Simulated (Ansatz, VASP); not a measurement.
## TaN: VASP beside Ansatz

Contents of INCAR:

```
SYSTEM = TaN
ALGO = Normal ; EDIFF = 1E-8
ENCUT = 520 ; GGA = PS
GGA_COMPAT = .FALSE. ; ISIF = 2
ISMEAR = -1 ; LASPH = .TRUE.
LCHARG = .FALSE. ; LEFG = .TRUE.
LREAL = .FALSE. ; LWAVE = .FALSE.
NBANDS = 16 ; NELM = 120
PREC = Accurate ; SIGMA = 0.02
```

The input KPOINTS:

```
k-points
0
G
  12 12 10
  0 0 0
```

Contents of POSCAR:

```
TaN
1.0
    2.9670898479      0.0000000000      0.0000000000
   -1.4835449240      2.5695751837      0.0000000000
    0.0000000000      0.0000000000      2.9115464110
Ta N
1 1
Direct
    0.3333333333      0.6666666667      0.5000000000
    0.0000000000      0.0000000000      0.0000000000
```

Input for Ansatz:

```yaml
crystal:
  lattice:
    - [2.9670898479, 0.0, 0.0]
    - [-1.483544924, 2.5695751837, 0.0]
    - [0.0, 0.0, 2.911546411]
  atoms:
    - { symbol: Ta, position: [0.3333333333, 0.6666666667, 0.5] }
    - { symbol: "N", position: [0.0, 0.0, 0.0] }
kpoints:
  mp_grid: { grid: [12, 12, 10] }
scf:
  occupations: { method: fermi_dirac, width: 0.02 }
hamiltonian:
  xc: pbesol
  pseudopotentials: { kind: paw }
output:
  forces: true
  stress: true
  eigenvalues: true
  efg: { contact_densities: true }
```

Change from the starting cell: volume scaled by 1.03, PAW files.

Alike in both runs: task electric field gradients; functional PBEsol; k mesh 12 × 12 × 10; occupations fermi-dirac, width 0.02 eV; no spin polarisation.

```csv
,VASP,Ansatz
version,VASP 6.6.1,Ansatz 0.2.0
potentials or method,"VASP PAW PBE potentials, release 64 (Ta_sv_GW, N)","PAW with Ansatz's default frozen-core files, scalar-relativistic"
plane-wave cutoff (eV),520,420
valence electrons in the cell,18,18
```

```tsv
	VASP	Ansatz	Ansatz less VASP
pressure (GPa)	-14.6	-14.4	+0.29
traceless stress, the component that is largest in VASP (GPa)	-0.87	-0.94	-0.072
size of Vzz on the site where it differs most (V/Å²)	37.9	55.7	+17.78
```

VASP's potentials were made for PBE, not for PBEsol. The functional is the same, so the differences come from potentials, cutoffs and numerics.

Neither program's run includes spin-orbit coupling.
